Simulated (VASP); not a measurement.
# Te2Mo (P6_3/mmc) in VASP: notebook

Te2Mo is run at these levels: PBEsol; tasks: single point.

Everything below comes from runs of VASP 6.6.1. Logs are shortened: lines on timing, memory, paths and dates and some standing lists are left out, and cuts for length are marked.

### 1 The cell of the first run

Symmetry: P6_3/mmc, No. 194, hexagonal system. The conventional cell has a = 3.494 Å, b = 3.494 Å, c = 14.566 Å, α = 90.00°, β = 90.00°, γ = 120.00°. Te (site symmetry 3m) has 3 Mo at 2.71 Å and 6 Te at 3.49 Å within 3.6 Å. Mo (site symmetry -6m2) has 6 Te at 2.71 Å and 6 Mo at 3.49 Å within 3.6 Å.

### 2 Single point, PBEsol (strain along c alone, the other axes held: +4.0 %, then relaxed in part)

The input, INCAR:

```
SYSTEM = Te2Mo
PREC = Accurate
ENCUT = 520
EDIFF = 1E-6
ISMEAR = 0
SIGMA = 0.02
LREAL = .False.
LASPH = .True.
NELM = 80
ALGO = Normal
ISIF = 2
LWAVE = .False.
LCHARG = .False.
GGA = PS
NBANDS = 35
```

The input, KPOINTS:

```
regular mesh
0
Gamma
  12 12 2
  0 0 0
```

The input, POSCAR:

```
Te2Mo
1.0
    3.4941841252      0.0000000000      0.0000000000
   -1.7470920626      3.0260522179      0.0000000000
    0.0000000000      0.0000000000     14.5658529739
Te Mo
4 2
Direct
    0.3333333333      0.6666666667      0.6258809601
    0.6666666667      0.3333333333      0.1258809601
    0.6666666667      0.3333333333      0.3741190399
    0.3333333333      0.6666666667      0.8741190399
    0.3333333333      0.6666666667      0.2500000000
    0.6666666667      0.3333333333      0.7500000000
```

Potentials or basis: VASP PAW PBE potentials, release 64 (Te, Mo_sv).

Command:

```console
> cat potpaw_PBE.64/Te/POTCAR potpaw_PBE.64/Mo_sv/POTCAR > POTCAR
> mpirun -np 1 vasp_std > vasp.out
```

OUTCAR:

```text
SYSTEM = Te2Mo
   PREC = Accurate
   ENCUT = 520
   EDIFF = 1E-6
   ISMEAR = 0
   LREAL = .False.
   LASPH = .True.
   NELM = 80
   ISIF = 2
   GGA = PS

 ion  position               nearest neighbor table
   1  0.333  0.667  0.626-   6 2.71   6 2.71   6 2.71   4 3.62
   2  0.667  0.333  0.126-   5 2.71   5 2.71   5 2.71   3 3.62
   3  0.667  0.333  0.374-   5 2.71   5 2.71   5 2.71   2 3.62
   4  0.333  0.667  0.874-   6 2.71   6 2.71   6 2.71   1 3.62
   5  0.333  0.667  0.250-   2 2.71   3 2.71   2 2.71   3 2.71   2 2.71   3 2.71
   6  0.667  0.333  0.750-   1 2.71   4 2.71   1 2.71   4 2.71   1 2.71   4 2.71

  LATTYP: Found a hexagonal cell.
 ALAT       =     3.4941841252
 C/A-ratio  =     4.1685991499

  Lattice vectors:

 A1 = (   3.4941841252,   0.0000000000,   0.0000000000)
 A2 = (  -1.7470920626,   3.0260522179,   0.0000000000)
 A3 = (   0.0000000000,   0.0000000000,  14.5658529739)

Analysis of symmetry for initial positions (statically):
=====================================================================
 Subroutine PRICEL returns:
 Original cell was already a primitive cell.

 Routine SETGRP: Setting up the symmetry group for a
 hexagonal supercell.

 Subroutine GETGRP returns: Found 24 space group operations
 (whereof 12 operations were pure point group operations)
 out of a pool of 24 trial point group operations.

The static configuration has the point symmetry D_3d.
 The point group associated with its full space group is D_6h.

Analysis of symmetry for dynamics (positions and initial velocities):
=====================================================================
 Subroutine PRICEL returns:
 Original cell was already a primitive cell.

 Routine SETGRP: Setting up the symmetry group for a
 hexagonal supercell.

 Subroutine GETGRP returns: Found 24 space group operations
 (whereof 12 operations were pure point group operations)
 out of a pool of 24 trial point group operations.

The dynamic configuration has the point symmetry D_3d.
 The point group associated with its full space group is D_6h.

 Subroutine INISYM returns: Found 24 space group operations
 (whereof 12 operations are pure point group operations),
 and found     1 'primitive' translations

----------------------------------------------------------------------------------------

                                     Primitive cell

  volume of cell :     154.0133

  direct lattice vectors                    reciprocal lattice vectors
     3.494184125  0.000000000  0.000000000     0.286189841  0.165231782  0.000000000
    -1.747092063  3.026052218  0.000000000     0.000000000  0.330463564  0.000000000
     0.000000000  0.000000000 14.565852974     0.000000000  0.000000000  0.068653721

  length of vectors
     3.494184125  3.494184125 14.565852974     0.330463564  0.330463564  0.068653721

  position of ions in fractional coordinates (direct lattice)
     0.333333333  0.666666667  0.625880960
     0.666666667  0.333333333  0.125880960
     0.666666667  0.333333333  0.374119040
     0.333333333  0.666666667  0.874119040
     0.333333333  0.666666667  0.250000000
     0.666666667  0.333333333  0.750000000

  ion indices of the primitive-cell ions
   primitive index   ion index
                 1           1
                 2           2
                 3           3
                 4           4
                 5           5
                 6           6

----------------------------------------------------------------------------------------

 KPOINTS: regular mesh

Automatic generation of k-mesh.
 Grid dimensions read from file:
 generate k-points for:   12   12    2

 Generating k-lattice:

  Cartesian coordinates                     Fractional coordinates (reciprocal lattice)
     0.023849153  0.013769315  0.000000000     0.083333333  0.000000000  0.000000000
     0.000000000  0.027538630  0.000000000     0.000000000  0.083333333  0.000000000
     0.000000000  0.000000000  0.034326860     0.000000000  0.000000000  0.500000000

  Length of vectors
     0.027538630  0.027538630  0.034326860

  Shift w.r.t. Gamma in fractional coordinates (k-lattice)
     0.000000000  0.000000000  0.000000000

 Subroutine IBZKPT returns following result:
 ===========================================

 Found     38 irreducible k-points:

 Following reciprocal coordinates:
            Coordinates               Weight
  0.000000  0.000000  0.000000      1.000000
  0.083333  0.000000  0.000000      6.000000
  0.166667  0.000000  0.000000      6.000000
  0.250000  0.000000  0.000000      6.000000
  0.333333  0.000000  0.000000      6.000000
  0.416667  0.000000  0.000000      6.000000
[... 16 lines left out ...]
  0.250000  0.000000  0.500000      6.000000
  0.333333  0.000000  0.500000      6.000000
 [... further k-points ...]
   k-points           NKPTS =     38   k-points in BZ     NKDIM =     38   number of bands    NBANDS=     35
   number of dos      NEDOS =    301   number of ions     NIONS =      6
   total plane-waves  NPLWV =  84672
   dimension x,y,z NGX =    28 NGY =   28 NGZ =  108
   dimension x,y,z NGXF=    56 NGYF=   56 NGZF=  216
   ions per type =               4   2
   NGX,Y,Z   is equivalent  to a cutoff of  13.32, 13.32, 12.33 a.u.
   NGXF,Y,Z  is equivalent  to a cutoff of  26.64, 26.64, 24.65 a.u.
 SYSTEM =  Te2Mo
   PREC   = accura    normal or accurate (medium, high low for compatibility)
   ISTART =      0    job   : 0-new  1-cont  2-samecut
   ICHARG =      2    charge: 1-file 2-atom 10-const
   ISPIN  =      1    spin polarized calculation?
   LNONCOLLINEAR =      F non collinear calculations
   LSORBIT =      F    spin-orbit coupling
   LASPH  =      T    aspherical Exc in radial PAW
   ENCUT  =  520.0 eV  38.22 Ry    6.18 a.u.   6.50  6.50 27.08*2*pi/ulx,y,z
   NELM   =     80;   NELMIN=  2; NELMDL= -5     # of ELM steps
   EDIFF  = 0.1E-05   stopping-criterion for ELM
   LREAL  =      F    real-space projection
   EDIFFG = 0.1E-04   stopping-criterion for IOM
   NSW    =      0    number of steps for IOM
   IBRION =     -1    ionic relax: 0-MD 1-quasi-New 2-CG
   NFREE  =      0    steps in history (QN), initial steepest desc. (CG)
   ISIF   =      2    stress and relaxation
   ISYM   =      2    0-nonsym 1-usesym 2-fastsym
   POTIM  = 0.5000    time-step for ionic-motion
   TEBEG  =    0.0;   TEEND  =   0.0 temperature during run
   PSTRESS=    0.0 pullay stress
   NELECT =      52.0000    total number of electrons
   NUPDOWN=      -1.0000    fix difference up-down
   EMIN   =  10.00;   EMAX   =-10.00  energy-range for DOS
   EFERMI =   0.00;   METHOD = LEGACY
   ISMEAR =     0;   SIGMA  =   0.02  broadening in eV -4-tet -1-fermi 0-gaus
   EFERMI_NEDOS =   21; number of points for ismear=-14 and -15
   IALGO  =     38    algorithm
   IMIX   =      4    mixing-type and parameters
     AMIX     =   0.40;   BMIX     =  1.00
     AMIX_MAG =   1.60;   BMIX_MAG =  1.00
  volume/ion in A,a.u.               =      25.67       173.22
  Fermi-wavevector in a.u.,A,eV,Ry     =   1.139961  2.154213 17.680914  1.299511
  Thomas-Fermi vector in A             =   2.276664
   LORBIT       =      0    0 simple, 1 ext, 2 COOP (PROOUT), +10 PAW based schemes
   GGA     = PS    functional components
   LHFCALC =     F    Hartree Fock is set to
   AEXX    =    0.0000 exact exchange contribution
   IVDW    =     0    specifies the selected vdW correction
   LEPSILON=     F    determine dielectric tensor
   LRPA    =     F    only Hartree local field effects (RPA)
 non-spin polarized calculation
 Gauss-broadening in eV      SIGMA  =   0.02
  energy-cutoff  :      520.00
  volume of cell :      154.01
 maximum number of plane-waves:      4198
 NGX is ok and might be reduce to    28
   NGX = 13   NGY = 13   NGZ = 55

 number of electron      52.0000002 magnetization

 Free energy of the ion-electron system (eV)
  ---------------------------------------------------
  ext. energy  EPLUGINS =         0.00000000
  ---------------------------------------------------
  free energy    TOTEN  =       -39.37641953 eV

  energy without entropy =      -39.37641953  energy(sigma->0) =      -39.37641953

 E-fermi :   7.7417     XC(G=0): -10.3813

 val. band max:        7.5557441854   @ k =   0.3333   0.3333   0.0000
 cond. band min:       8.4329140272   @ k =   0.2500   0.1667   0.0000
 fundamental gap:      0.8771698419
 Fermi energy:         7.7417424019

 k-point     1 :       0.0000    0.0000    0.0000
  band No.  band energies     occupation
      1     -53.0556      2.00000
      2     -53.0556      2.00000
      3     -27.2678      2.00000
      4     -27.2678      2.00000
      5     -27.1149      2.00000
      6     -27.1149      2.00000
[... 27 lines left out ...]
     34      11.1057      0.00000
     35      13.1159      0.00000

 k-point     2 :       0.0833    0.0000    0.0000
  band No.  band energies     occupation
      1     -53.0549      2.00000
      2     -53.0548      2.00000
      3     -27.2657      2.00000
      4     -27.2657      2.00000
      5     -27.1245      2.00000
      6     -27.1245      2.00000
[... 27 lines left out ...]
     34      10.8976      0.00000
     35      13.4790      0.00000

 k-point     3 :       0.1667    0.0000    0.0000
  band No.  band energies     occupation
      1     -53.0528      2.00000
      2     -53.0528      2.00000
      3     -27.2599      2.00000
      4     -27.2599      2.00000
      5     -27.1507      2.00000
      6     -27.1507      2.00000
[... 27 lines left out ...]
     34      11.0924      0.00000
     35      13.6834      0.00000

 k-point     4 :       0.2500    0.0000    0.0000
  band No.  band energies     occupation
      1     -53.0501      2.00000
      2     -53.0501      2.00000
      3     -27.2519      2.00000
      4     -27.2519      2.00000
      5     -27.1862      2.00000
      6     -27.1862      2.00000
[... 27 lines left out ...]
     34      11.2866      0.00000
     35      13.6641      0.00000

 k-point     5 :       0.3333    0.0000    0.0000
  band No.  band energies     occupation
      1     -53.0474      2.00000
      2     -53.0474      2.00000
      3     -27.2440      2.00000
      4     -27.2440      2.00000
      5     -27.2214      2.00000
      6     -27.2214      2.00000
[... 638 lines left out ...]
 k-point    22 :       0.1667    0.0000    0.5000
  band No.  band energies     occupation
      1     -53.0528      2.00000
      2     -53.0528      2.00000
      3     -27.2599      2.00000
      4     -27.2599      2.00000
      5     -27.1507      2.00000
      6     -27.1507      2.00000
[... 27 lines left out ...]
     34      11.0036      0.00000
     35      14.2829      0.00000

 k-point    23 :       0.2500    0.0000    0.5000
  band No.  band energies     occupation
      1     -53.0501      2.00000
      2     -53.0501      2.00000
      3     -27.2519      2.00000
      4     -27.2519      2.00000
      5     -27.1862      2.00000
      6     -27.1862      2.00000
[... 27 lines left out ...]
     34      11.1495      0.00000
     35      13.8231      0.00000

 k-point    24 :       0.3333    0.0000    0.5000
  band No.  band energies     occupation
      1     -53.0474      2.00000
      2     -53.0474      2.00000
      3     -27.2440      2.00000
      4     -27.2440      2.00000
      5     -27.2214      2.00000
      6     -27.2214      2.00000
[... 27 lines left out ...]
     34      11.2319      0.00000
     35      12.9490      0.00000

 [... further k-points ...]

------------------------ aborting loop because EDIFF is reached ----------------------------------------

  FORCE on cell =-STRESS in cart. coord.  units (eV):
  Direction    XX          YY          ZZ          XY          YZ          ZX
  --------------------------------------------------------------------------------------
  -------------------------------------------------------------------------------------
  Total       -0.1524840     -0.1524840     -0.6544779      0.0000000     -0.0000000      0.0000000
  in kB       -1.5862691     -1.5862691     -6.8084368      0.0000000     -0.0000000      0.0000000
  external PRESSURE =      -3.3269917 kB  Pullay stress =       0.0000000 kB

 VOLUME and BASIS-vectors are now :
 -----------------------------------------------------------------------------
  energy-cutoff  :      520.00
  volume of cell :      154.01
      direct lattice vectors                 reciprocal lattice vectors
     3.494184125  0.000000000  0.000000000     0.286189841  0.165231782  0.000000000
    -1.747092063  3.026052218  0.000000000     0.000000000  0.330463564  0.000000000
     0.000000000  0.000000000 14.565852974     0.000000000  0.000000000  0.068653721

 POSITION                                       TOTAL-FORCE (eV/Angst)
 -----------------------------------------------------------------------------------
     -0.00000      2.01737      9.11649        -0.000000      0.000000     -0.028786
      1.74709      1.00868      1.83356        -0.000000     -0.000000     -0.028786
      1.74709      1.00868      5.44936        -0.000000     -0.000000      0.028786
     -0.00000      2.01737     12.73229        -0.000000      0.000000      0.028786
     -0.00000      2.01737      3.64146         0.000000     -0.000000      0.000000
      1.74709      1.00868     10.92439        -0.000000      0.000000      0.000000
 -----------------------------------------------------------------------------------
    total drift:                                0.000000     -0.000000      0.000000

  FREE ENERGIE OF THE ION-ELECTRON SYSTEM (eV)
  ---------------------------------------------------
  free  energy   TOTEN  =       -39.3764195326 eV

  energy  without entropy=      -39.3764195326  energy(sigma->0) =      -39.37641953
```

Run time: 1.7 min. Hardware: 1 thread of Intel Xeon 6975P-C (Granite Rapids), shared host; peak memory 0.37 GiB.

What came out:

```yaml
Free_energy: -39.3764 eV
Pressure: -0.3 GPa
Largest_force: 0.029 eV/Å
Band_gap_on_the_k_mesh: 0.88 eV, indirect (least direct gap 1.12 eV)
```

Forces in eV/Å, atoms in the order of the input:
```
Te   0.000  0.000 -0.029
Te   0.000  0.000 -0.029
Te   0.000  0.000  0.029
Te   0.000  0.000  0.029
Mo   0.000  0.000  0.000
Mo   0.000  0.000  0.000
```

Caveat: the cell differs from its parent crystal (strain along c alone, the other axes held: +4.0 %, then relaxed in part); the PAW data sets were made with another functional, which shifts forces and pressure a little; spin-orbit coupling is left out, which moves the levels of the heavy elements; this functional lacks dispersion, which binds the layers, so the pressure and a relaxed spacing across them are unreliable. A k mesh can miss the band edges.

(Continued in part 2 of 2.)
